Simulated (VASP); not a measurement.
# La (Im-3m) in VASP: further runs, part 2 of 2

VASP 6.6.1. The steps go on from the part before.

**4. Single point, PBE**

This run uses another cell than the first one, of 38.57 Å³/atom, 1.020 times its volume.

File INCAR:

```
SYSTEM = La
ALGO = Normal
EDIFF = 1E-6
ENCUT = 520
GGA = PE
ISIF = 2
ISMEAR = -1
LASPH = .True.
LCHARG = .False.
LREAL = .False.
LWAVE = .False.
NBANDS = 12
NELM = 80
PREC = Accurate
SIGMA = 0.06122561905347299
```

File KPOINTS:

```
k-points
0
Gamma
  18 18 18
  0 0 0
```

File POSCAR:

```
La
1.0
   -2.1284102732      2.1284102732      2.1284102732
    2.1284102732     -2.1284102732      2.1284102732
    2.1284102732      2.1284102732     -2.1284102732
La
1
Direct
    0.0000000000      0.0000000000      0.0000000000
```

The run is started by

```
$ cat potpaw_PBE.64/La/POTCAR > POTCAR
$ mpirun -np 1 vasp_std > vasp.out
```

Wall time 3.5 min (1 thread of Intel Xeon Platinum 8375C at 2.90GHz (Ice Lake), shared host); peak memory 0.25 GiB.

Results (log left out):

* Free energy: -4.7745 eV
* Pressure: -0.5 GPa

Levels at points of the mesh, in eV from the Fermi level:
| k point | band 4 | band 5 | band 6 | band 7 | band 8 | band 9 |
| --- | --- | --- | --- | --- | --- | --- |
| (0.00, 0.00, 0.00) | -16.01 | -3.21 | 1.44 | 1.44 | 1.44 | 1.45 |
| (0.50, 0.00, 0.00) | -16.03 | -1.76 | -0.17 | 1.45 | 1.51 | 1.77 |
| (0.50, 0.50, 0.50) | -16.84 | -1.79 | -1.79 | 1.58 | 1.73 | 1.73 |

Caveat: spin-orbit coupling is left out, which moves the levels of the heavy elements.

**5. Single point, PBE**

This run uses another cell than the first one, of 38.57 Å³/atom, 1.020 times its volume.

File INCAR:

```
PREC = Accurate ; ENCUT = 520
EDIFF = 1E-6 ; ISMEAR = -1
SIGMA = 0.06122561905347299 ; LREAL = False
LASPH = True ; NELM = 100
ALGO = Normal ; ISIF = 2
LWAVE = False ; LCHARG = False
GGA = PE ; NBANDS = 12
```

File KPOINTS:

```
Automatic mesh
0
Gamma
  18 18 18
```

POSCAR is that of step 4.

Potentials or basis: VASP PAW PBE potentials, release 64 (La).

The run is started by

```
$ cat potpaw_PBE.64/La/POTCAR > POTCAR
$ mpirun -np 1 vasp_std > vasp.out
```

OUTCAR:

```text
PREC = Accurate
   ENCUT = 520
   EDIFF = 1E-6
   ISMEAR = -1
   LREAL = False
   LASPH = True
   NELM = 100
   ISIF = 2
   GGA = PE

 ion  position               nearest neighbor table
   1  0.000  0.000  0.000-

  LATTYP: Found a body centered cubic cell.
 ALAT       =     4.2568205464

  Lattice vectors:

 A1 = (  -2.1284102732,   2.1284102732,   2.1284102732)
 A2 = (   2.1284102732,  -2.1284102732,   2.1284102732)
 A3 = (   2.1284102732,   2.1284102732,  -2.1284102732)

Analysis of symmetry for initial positions (statically):
=====================================================================
 Subroutine PRICEL returns:
 Original cell was already a primitive cell.

 Routine SETGRP: Setting up the symmetry group for a
 body centered cubic supercell.

 Subroutine GETGRP returns: Found 48 space group operations
 (whereof 48 operations were pure point group operations)
 out of a pool of 48 trial point group operations.

The static configuration has the point symmetry O_h .

[... 154 lines left out ...]

  energy without entropy =       -4.73565217  energy(sigma->0) =       -4.75505194

 E-fermi :   7.5185     XC(G=0):  -9.4096

 val. band max:        7.5169330513   @ k =  -0.3889  -0.4444   0.1111
 cond. band min:       7.5204465862   @ k =  -0.4444   0.5000   0.0556
 fundamental gap:      0.0035135350
 Fermi energy:         7.5185210606

 k-point     1 :       0.0000    0.0000    0.0000
  band No.  band energies     occupation
      1     -25.4364      2.00000
      2      -8.4901      2.00000
      3      -8.4901      2.00000
      4      -8.4901      2.00000
      5       4.3081      2.00000
      6       8.9601      0.00000
      7       8.9601      0.00000
      8       8.9601      0.00000
      9       8.9715      0.00000
     10       8.9715      0.00000
     11       8.9715      0.00000
     12       9.6530      0.00000
[... 331 lines left out ...]
 k-point    24 :       0.3889    0.1111   -0.0000
  band No.  band energies     occupation
      1     -25.2567      2.00000
      2      -9.6468      2.00000
      3      -8.9150      2.00000
      4      -8.5605      2.00000
      5       6.0438      2.00000
      6       7.4276      1.63078
      7       8.8073      0.00000
      8       9.0194      0.00000
      9       9.2756      0.00000
     10       9.4750      0.00000
     11       9.5343      0.00000
     12       9.6094      0.00000

 [... further k-points ...]
[... 5 lines left out ...]
  --------------------------------------------------------------------------------------
  -------------------------------------------------------------------------------------
  Total       -0.1155041     -0.1155041     -0.1155041      0.0000000      0.0000000     -0.0000000
  in kB       -4.7982378     -4.7982378     -4.7982378      0.0000000      0.0000000     -0.0000000
  external PRESSURE =      -4.7982378 kB  Pullay stress =       0.0000000 kB

 VOLUME and BASIS-vectors are now :
 -----------------------------------------------------------------------------
  energy-cutoff  :      520.00
  volume of cell :       38.57
      direct lattice vectors                 reciprocal lattice vectors
    -2.128410273  2.128410273  2.128410273     0.000000000  0.234917115  0.234917115
     2.128410273 -2.128410273  2.128410273     0.234917115  0.000000000  0.234917115
     2.128410273  2.128410273 -2.128410273     0.234917115  0.234917115  0.000000000

 POSITION                                       TOTAL-FORCE (eV/Angst)
 -----------------------------------------------------------------------------------
      0.00000      0.00000      0.00000         0.000000     -0.000000     -0.000000
 -----------------------------------------------------------------------------------
    total drift:                               -0.000000      0.000000      0.000000

  FREE ENERGIE OF THE ION-ELECTRON SYSTEM (eV)
  ---------------------------------------------------
  free  energy   TOTEN  =        -4.7744517032 eV

  energy  without entropy=       -4.7356521676  energy(sigma->0) =       -4.75505194
```

It took 3.8 min on 1 thread of Intel Xeon Platinum 8375C at 2.90GHz (Ice Lake), shared host; peak memory 0.25 GiB.

What came out:

| Quantity | Value |
| --- | --- |
| Free energy | -4.7745 eV |
| Pressure | -0.5 GPa |

Caveat: spin-orbit coupling is left out, which moves the levels of the heavy elements.

**6. Single point, PBE**

This run uses another cell than the first one, of 39.32 Å³/atom, 1.040 times its volume.

File INCAR:

```
SYSTEM = La
PREC = Accurate ; ENCUT = 520
EDIFF = 1E-7 ; ISMEAR = -1
SIGMA = 0.06122561905347299 ; LREAL = .FALSE.
LASPH = .TRUE. ; NELM = 60
ALGO = Normal ; ISIF = 2
LWAVE = .FALSE. ; LCHARG = .FALSE.
GGA = PE ; NBANDS = 12
```

File KPOINTS:

```
Automatic mesh
0
G
  18 18 18
  0 0 0
```

File POSCAR:

```
La
1.0
   -2.1422315064      2.1422315064      2.1422315064
    2.1422315064     -2.1422315064      2.1422315064
    2.1422315064      2.1422315064     -2.1422315064
La
1
Direct
    0.0000000000      0.0000000000      0.0000000000
```

Potentials or basis: VASP PAW PBE potentials, release 64 (La).

The run is started by

```
$ cat potpaw_PBE.64/La/POTCAR > POTCAR
$ mpirun -np 1 vasp_std > vasp.out
```

Run time: 4.1 min. Hardware: 1 thread of Intel Xeon Platinum 8375C at 2.90GHz (Ice Lake), shared host; peak memory 0.25 GiB.

The run converged. Its results:

```yaml
Free_energy: -4.7711 eV
Pressure: -1.0 GPa
```

Levels at points of the mesh, in eV from the Fermi level:
```
           k point  band 3  band 4  band 5  band 6  band 7  band 8  band 9  band 10
(0.00, 0.00, 0.00)  -16.08  -16.08   -3.22    1.42    1.42    1.42    1.42     1.42
(0.50, 0.00, 0.00)  -16.44  -16.09   -1.74   -0.15    1.42    1.46    1.72     1.95
(0.50, 0.50, 0.50)  -16.87  -16.87   -1.74   -1.74    1.54    1.68    1.68     1.68
```

Caveat: spin-orbit coupling is left out, which moves the levels of the heavy elements.

**7. The runs side by side**

```csv
cell,gap on the mesh (eV),pressure (GPa)
"a = 3.662 Å, angles 109.5°, 1 atom",none,0.0
"a = 3.687 Å, angles 109.5°, 1 atom",none,-0.5
"a = 3.710 Å, angles 109.5°, 1 atom",none,-1.0
```

Alike in all rows: task single point; level PBE; potentials or basis VASP PAW PBE potentials, release 64 (La); no spin polarisation; k mesh 18 × 18 × 18; cutoff (eV) 520; smearing fermi-dirac 0.0612256 eV.

Caveats: spin-orbit coupling is left out, which moves the levels of the heavy elements.

Total energies depend on the potentials used, so only differences within one code and one set of settings carry meaning.
